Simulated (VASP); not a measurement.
# Si (a cell with a defect) in VASP: single point with LDA

Aim: the single point of Si (a cell with a defect) with LDA.

Program: VASP 6.6.1. These are calculated values, not measurements. Logs are shortened: lines on timing, memory, paths and dates and some standing lists are left out, and cuts for length are marked.

### 1 The cell of the first run

The cell holds a defect, 17 atoms: a = 7.679 Å, b = 7.679 Å, c = 7.679 Å, α = 60.00°, β = 60.00°, γ = 60.00°.

### 2 Single point, LDA

Input file INCAR:

```
PREC     = Accurate       # precision mode
ENCUT    = 520            # plane-wave cutoff, eV
EDIFF    = 1E-6           # SCF threshold, eV
ISMEAR   = 0              # smearing method
SIGMA    = 0.05           # smearing width, eV
LREAL    = Auto         
LASPH    = True           # aspherical terms in the spheres
NELM     = 60             # most SCF steps
ALGO     = Normal         # electronic algorithm
ISIF     = 2              # what is computed and relaxed
LWAVE    = False          # write WAVECAR
LCHARG   = True           # write CHGCAR
LELF     = True           # ELF
LVHAR    = True         
NBANDS   = 48             # bands
```

Input file KPOINTS:

```
regular mesh
0
Gamma
  2 2 2
```

Input file POSCAR:

```
Si
1.0
    0.0000000000      5.4300000000      5.4300000000
    5.4300000000      0.0000000000      5.4300000000
    5.4300000000      5.4300000000      0.0000000000
Si
17
Direct
    0.0152977901     -0.0468535912      0.0159173112
    0.1153837937      0.1206200737      0.1156889503
   -0.0235497238      0.0047602210      0.5096646409
    0.1151407919      0.1206984346      0.6486032228
   -0.0017114180      0.4924246777     -0.0011802947
    0.1407207182      0.5770177716      0.1411932781
   -0.0017562615      0.4925174033      0.5105610497
    0.1142892265      0.6329592081      0.6264463168
    0.5091357274      0.0047145488     -0.0231103131
    0.6479482505      0.1206082873      0.1156747698
    0.5087309392      0.0048944751      0.5093727440
    0.6090387661      0.1719323204      0.6094914365
    0.5100930018      0.4924314917     -0.0012121547
    0.6259166667      0.6329118785      0.1148492634
    0.4837237569      0.5479871087      0.4842703499
    0.6258870166      0.6330899632      0.6264299263
    0.3118103131      0.0632683241      0.3124311234
```

Potentials or basis: VASP PAW LDA potentials, release 64 (Si).

Command:

```console
> cat potpaw_LDA.64/Si/POTCAR > POTCAR
> mpirun -np 1 vasp_std > vasp.out
```

OUTCAR:

```text
PREC = Accurate
   ENCUT = 520
   EDIFF = 1E-6
   ISMEAR = 0
   LREAL = Auto
   LASPH = True
   NELM = 60
   ISIF = 2

 ion  position               nearest neighbor table
   1  0.015  0.953  0.016-   4 2.32   2 2.32  10 2.32   6 2.36
   2  0.115  0.121  0.116-   1 2.32   5 2.33  17 2.39   9 2.47   3 2.47
   3  0.976  0.005  0.510-  12 2.32   8 2.33  17 2.39   4 2.47   2 2.47
   4  0.115  0.121  0.649-   1 2.32   7 2.33  17 2.39   3 2.47  11 2.47
   5  0.998  0.492  0.999-   6 2.33   2 2.33  14 2.34   8 2.34
   6  0.141  0.577  0.141-  13 2.33   7 2.33   5 2.33   1 2.36
   7  0.998  0.493  0.511-   6 2.33   4 2.33  16 2.34   8 2.34
   8  0.114  0.633  0.626-  15 2.33   3 2.33   7 2.34   5 2.34
   9  0.509  0.005  0.977-  12 2.32  14 2.33  17 2.39  10 2.47   2 2.47
  10  0.648  0.121  0.116-   1 2.32  13 2.33  17 2.39   9 2.47  11 2.47
  11  0.509  0.005  0.509-  12 2.32  16 2.33  17 2.39   4 2.47  10 2.47
  12  0.609  0.172  0.609-   9 2.32   3 2.32  11 2.32  15 2.36
  13  0.510  0.492  0.999-   6 2.33  10 2.33  14 2.34  16 2.34
  14  0.626  0.633  0.115-  15 2.33   9 2.33  13 2.34   5 2.34
  15  0.484  0.548  0.484-  16 2.33  14 2.33   8 2.33  12 2.36
  16  0.626  0.633  0.626-  15 2.33  11 2.33   7 2.34  13 2.34
  17  0.312  0.063  0.312-   2 2.39   3 2.39  11 2.39   9 2.39  10 2.39   4 2.39

  LATTYP: Found a face centered cubic cell.
 ALAT       =    10.8600000000

  Lattice vectors:

 A1 = (   0.0000000000,   5.4300000000,   5.4300000000)
 A2 = (   5.4300000000,   0.0000000000,   5.4300000000)
 A3 = (   5.4300000000,   5.4300000000,   0.0000000000)

Analysis of symmetry for initial positions (statically):
=====================================================================
 Subroutine PRICEL returns:
 Original cell was already a primitive cell.

 Routine SETGRP: Setting up the symmetry group for a
 face centered cubic supercell.

 Subroutine GETGRP returns: Found  1 space group operations
 (whereof  1 operations were pure point group operations)
 out of a pool of 48 trial point group operations.

The static configuration has the point symmetry C_1 .

Analysis of symmetry for dynamics (positions and initial velocities):
=====================================================================
 Subroutine PRICEL returns:
 Original cell was already a primitive cell.

 Routine SETGRP: Setting up the symmetry group for a
 face centered cubic supercell.

 Subroutine GETGRP returns: Found  1 space group operations
 (whereof  1 operations were pure point group operations)
 out of a pool of 48 trial point group operations.

The dynamic configuration has the point symmetry C_1 .

 Subroutine INISYM returns: Found  1 space group operations
 (whereof  1 operations are pure point group operations),
 and found     1 'primitive' translations

----------------------------------------------------------------------------------------

                                     Primitive cell

  volume of cell :     320.2060

  direct lattice vectors                    reciprocal lattice vectors
     0.000000000  5.430000000  5.430000000    -0.092081031  0.092081031  0.092081031
     5.430000000  0.000000000  5.430000000     0.092081031 -0.092081031  0.092081031
     5.430000000  5.430000000  0.000000000     0.092081031  0.092081031 -0.092081031

  length of vectors
     7.679179644  7.679179644  7.679179644     0.159489025  0.159489025  0.159489025

  position of ions in fractional coordinates (direct lattice)
     0.015297790  0.953146409  0.015917311
     0.115383794  0.120620074  0.115688950
     0.976450276  0.004760221  0.509664641
     0.115140792  0.120698435  0.648603223
     0.998288582  0.492424678  0.998819705
     0.140720718  0.577017772  0.141193278
[... 9 lines left out ...]
     0.625887017  0.633089963  0.626429926
     0.311810313  0.063268324  0.312431123

  ion indices of the primitive-cell ions
   primitive index   ion index
                 1           1
                 2           2
                 3           3
                 4           4
                 5           5
                 6           6
[... 9 lines left out ...]
                16          16
                17          17

----------------------------------------------------------------------------------------

 KPOINTS: regular mesh

Automatic generation of k-mesh.
 Grid dimensions read from file:
 generate k-points for:    2    2    2

 Generating k-lattice:

  Cartesian coordinates                     Fractional coordinates (reciprocal lattice)
    -0.046040516  0.046040516  0.046040516     0.500000000  0.000000000  0.000000000
     0.046040516 -0.046040516  0.046040516     0.000000000  0.500000000  0.000000000
     0.046040516  0.046040516 -0.046040516     0.000000000  0.000000000  0.500000000

  Length of vectors
     0.079744512  0.079744512  0.079744512

  Shift w.r.t. Gamma in fractional coordinates (k-lattice)
     0.000000000  0.000000000  0.000000000

 Subroutine IBZKPT returns following result:
 ===========================================

 Found      8 irreducible k-points:

 Following reciprocal coordinates:
            Coordinates               Weight
  0.000000  0.000000  0.000000      1.000000
  0.500000  0.000000  0.000000      1.000000
  0.000000  0.500000  0.000000      1.000000
  0.000000  0.000000  0.500000      1.000000
  0.500000  0.500000  0.500000      1.000000
  0.500000  0.500000  0.000000      1.000000
  0.000000  0.500000  0.500000      1.000000
  0.500000  0.000000  0.500000      1.000000
   k-points           NKPTS =      8   k-points in BZ     NKDIM =      8   number of bands    NBANDS=     48
   number of dos      NEDOS =    301   number of ions     NIONS =     17
   total plane-waves  NPLWV = 216000
   dimension x,y,z NGX =    60 NGY =   60 NGZ =   60
   dimension x,y,z NGXF=   120 NGYF=  120 NGZF=  120
   ions per type =              17
   NGX,Y,Z   is equivalent  to a cutoff of  12.99, 12.99, 12.99 a.u.
   NGXF,Y,Z  is equivalent  to a cutoff of  25.98, 25.98, 25.98 a.u.
 SYSTEM =  unknown system
   PREC   = accura    normal or accurate (medium, high low for compatibility)
   ISTART =      0    job   : 0-new  1-cont  2-samecut
   ICHARG =      2    charge: 1-file 2-atom 10-const
   ISPIN  =      1    spin polarized calculation?
   LNONCOLLINEAR =      F non collinear calculations
   LSORBIT =      F    spin-orbit coupling
   LASPH  =      T    aspherical Exc in radial PAW
   ENCUT  =  520.0 eV  38.22 Ry    6.18 a.u.  14.28 14.28 14.28*2*pi/ulx,y,z
   NELM   =     60;   NELMIN=  2; NELMDL= -5     # of ELM steps
   EDIFF  = 0.1E-05   stopping-criterion for ELM
   LREAL  =      T    real-space projection
   EDIFFG = 0.1E-04   stopping-criterion for IOM
   NSW    =      0    number of steps for IOM
   IBRION =     -1    ionic relax: 0-MD 1-quasi-New 2-CG
   NFREE  =      0    steps in history (QN), initial steepest desc. (CG)
   ISIF   =      2    stress and relaxation
   ISYM   =      2    0-nonsym 1-usesym 2-fastsym
   POTIM  = 0.5000    time-step for ionic-motion
   TEBEG  =    0.0;   TEEND  =   0.0 temperature during run
   PSTRESS=    0.0 pullay stress
   NELECT =      68.0000    total number of electrons
   NUPDOWN=      -1.0000    fix difference up-down
   EMIN   =  10.00;   EMAX   =-10.00  energy-range for DOS
   EFERMI =   0.00;   METHOD = LEGACY
   ISMEAR =     0;   SIGMA  =   0.05  broadening in eV -4-tet -1-fermi 0-gaus
   EFERMI_NEDOS =   21; number of points for ismear=-14 and -15
   IALGO  =     38    algorithm
   IMIX   =      4    mixing-type and parameters
     AMIX     =   0.40;   BMIX     =  1.00
     AMIX_MAG =   1.60;   BMIX_MAG =  1.00
  volume/ion in A,a.u.               =      18.84       127.11
  Fermi-wavevector in a.u.,A,eV,Ry     =   0.976715  1.845724 12.979587  0.953973
  Thomas-Fermi vector in A             =   2.107356
   LORBIT       =      0    0 simple, 1 ext, 2 COOP (PROOUT), +10 PAW based schemes
   GGA     = CA    functional components
   LHFCALC =     F    Hartree Fock is set to
   AEXX    =    0.0000 exact exchange contribution
   IVDW    =     0    specifies the selected vdW correction
   LEPSILON=     F    determine dielectric tensor
   LRPA    =     F    only Hartree local field effects (RPA)
 non-spin polarized calculation
 Gauss-broadening in eV      SIGMA  =   0.05
  energy-cutoff  :      520.00
  volume of cell :      320.21
 maximum number of plane-waves:      8646
 NGX is ok and might be reduce to    60
   NGX = 29   NGY = 29   NGZ = 29

 number of electron      68.0000001 magnetization

 Free energy of the ion-electron system (eV)
  ---------------------------------------------------
  ext. energy  EPLUGINS =         0.00000000
  ---------------------------------------------------
  free energy    TOTEN  =       -97.24478950 eV

  energy without entropy =      -97.23578537  energy(sigma->0) =      -97.24028743

 E-fermi :   6.6281     XC(G=0):  -9.8610

 val. band max:        6.3791109747   @ k =   0.5000   0.0000   0.5000
 cond. band min:       6.6329876313   @ k =   0.0000   0.0000   0.0000
 fundamental gap:      0.2538766566
 Fermi energy:         6.6281376855

 k-point     1 :       0.0000    0.0000    0.0000
  band No.  band energies     occupation
      1      -6.2715      2.00000
      2      -3.9671      2.00000
      3      -3.6807      2.00000
      4      -3.6792      2.00000
      5      -3.4432      2.00000
      6      -2.5871      2.00000
[... 38 lines left out ...]
     45       8.6878      0.00000
     46       8.7185      0.00000

 k-point     2 :       0.5000    0.0000    0.0000
  band No.  band energies     occupation
      1      -5.8013      2.00000
      2      -5.0480      2.00000
      3      -3.6911      2.00000
      4      -3.4891      2.00000
      5      -3.2318      2.00000
      6      -3.0740      2.00000
[... 38 lines left out ...]
     45       9.4123      0.00000
     46      10.0232      0.00000

 k-point     3 :       0.0000    0.5000    0.0000
  band No.  band energies     occupation
      1      -5.8778      2.00000
      2      -4.9262      2.00000
      3      -3.4602      2.00000
      4      -3.4582      2.00000
      5      -3.4215      2.00000
      6      -3.0547      2.00000
[... 38 lines left out ...]
     45       9.7193      0.00000
     46      10.1617      0.00000

 k-point     4 :       0.0000    0.0000    0.5000
  band No.  band energies     occupation
      1      -5.8010      2.00000
      2      -5.0486      2.00000
      3      -3.6912      2.00000
      4      -3.4883      2.00000
      5      -3.2322      2.00000
      6      -3.0733      2.00000
[... 38 lines left out ...]
     45       9.4117      0.00000
     46      10.0230      0.00000

 k-point     5 :       0.5000    0.5000    0.5000
  band No.  band energies     occupation
      1      -5.8015      2.00000
      2      -5.0475      2.00000
      3      -3.6911      2.00000
      4      -3.4896      2.00000
      5      -3.2316      2.00000
      6      -3.0746      2.00000
[... 38 lines left out ...]
     45       9.4127      0.00000
     46      10.0233      0.00000

 k-point     6 :       0.5000    0.5000    0.0000
  band No.  band energies     occupation
      1      -5.6732      2.00000
      2      -4.7590      2.00000
      3      -4.1109      2.00000
      4      -3.9301      2.00000
      5      -3.8461      2.00000
      6      -3.6837      2.00000
[... 38 lines left out ...]
     45      10.2854      0.00000
     46      10.3539      0.00000

 k-point     7 :       0.0000    0.5000    0.5000
  band No.  band energies     occupation
      1      -5.6730      2.00000
      2      -4.7596      2.00000
      3      -4.1109      2.00000
      4      -3.9296      2.00000
      5      -3.8465      2.00000
      6      -3.6832      2.00000
[... 38 lines left out ...]
     45      10.2853      0.00000
     46      10.3539      0.00000

 k-point     8 :       0.5000    0.0000    0.5000
  band No.  band energies     occupation
      1      -5.6734      2.00000
      2      -4.7585      2.00000
      3      -4.1109      2.00000
      4      -3.9304      2.00000
      5      -3.8457      2.00000
      6      -3.6841      2.00000
[... 38 lines left out ...]
     45      10.2856      0.00000
     46      10.3539      0.00000
 [bands above 46 left out]

------------------------ aborting loop because EDIFF is reached ----------------------------------------

  FORCE on cell =-STRESS in cart. coord.  units (eV):
  Direction    XX          YY          ZZ          XY          YZ          ZX
  --------------------------------------------------------------------------------------
  -------------------------------------------------------------------------------------
  Total        2.7559711      2.7653949      2.7607802      0.8936035      0.9003474     -0.8954901
  in kB       13.7897297     13.8368825     13.8137924      4.4712191      4.5049631     -4.4806588
  external PRESSURE =      13.8134682 kB  Pullay stress =       0.0000000 kB

 VOLUME and BASIS-vectors are now :
 -----------------------------------------------------------------------------
  energy-cutoff  :      520.00
  volume of cell :      320.21
      direct lattice vectors                 reciprocal lattice vectors
     0.000000000  5.430000000  5.430000000    -0.092081031  0.092081031  0.092081031
     5.430000000  0.000000000  5.430000000     0.092081031 -0.092081031  0.092081031
     5.430000000  5.430000000  0.000000000     0.092081031  0.092081031 -0.092081031

 POSITION                                       TOTAL-FORCE (eV/Angst)
 -----------------------------------------------------------------------------------
      5.26202      0.16950      5.25865        -0.001519      0.000074     -0.000106
      1.28316      1.25472      1.28150         0.000016      0.001429     -0.002479
      2.79333      8.06960      5.32797        -0.002377     -0.003405      0.000541
      4.17731      4.14713      1.28061        -0.000652      0.000347     -0.000062
      8.09746     10.84430      8.09457         0.000637     -0.001413      0.002090
      3.89989      1.53079      3.89732        -0.002597     -0.000081     -0.003643
[... 9 lines left out ...]
      6.83919      6.80008      6.83625        -0.002345     -0.001955     -0.002618
      2.04005      3.38963      2.03668         0.002300      0.001866      0.002696
 -----------------------------------------------------------------------------------
    total drift:                               -0.002101      0.004696     -0.005309

  FREE ENERGIE OF THE ION-ELECTRON SYSTEM (eV)
  ---------------------------------------------------
  free  energy   TOTEN  =       -97.2447894969 eV

  energy  without entropy=      -97.2357853678  energy(sigma->0) =      -97.24028743
```

Wall time 6.6 min (1 thread of Intel Xeon 8259CL, shared host); peak memory 0.38 GiB.

Results:

| Quantity | Value |
| --- | --- |
| Free energy | -97.2448 eV |
| Pressure | 1.4 GPa |
| Largest force | 0.004 eV/Å |
| Band gap on the k mesh | zero (bands 34 and 35 overlap by 0.03 eV) |

Forces on the atoms (eV/Å):
```
Si  -0.002  0.000  0.000
Si   0.000  0.001 -0.002
Si  -0.002 -0.003  0.001
Si  -0.001  0.000  0.000
Si   0.001 -0.001  0.002
Si  -0.003  0.000 -0.004
Si   0.001  0.001  0.002
Si  -0.001  0.003  0.002
Si   0.001 -0.002 -0.002
Si   0.000  0.002  0.000
Si   0.001  0.000  0.001
Si   0.001  0.000  0.001
Si   0.001  0.000  0.001
Si   0.001  0.002 -0.001
Si   0.000 -0.002  0.000
Si  -0.002 -0.002 -0.003
Si   0.002  0.002  0.003
```

Stress tensor (GPa, compression positive):
```
 1.38  0.45 -0.45
 0.45  1.38  0.45
-0.45  0.45  1.38
```

Caveat: the k points lie up to 0.50 Å⁻¹ apart.
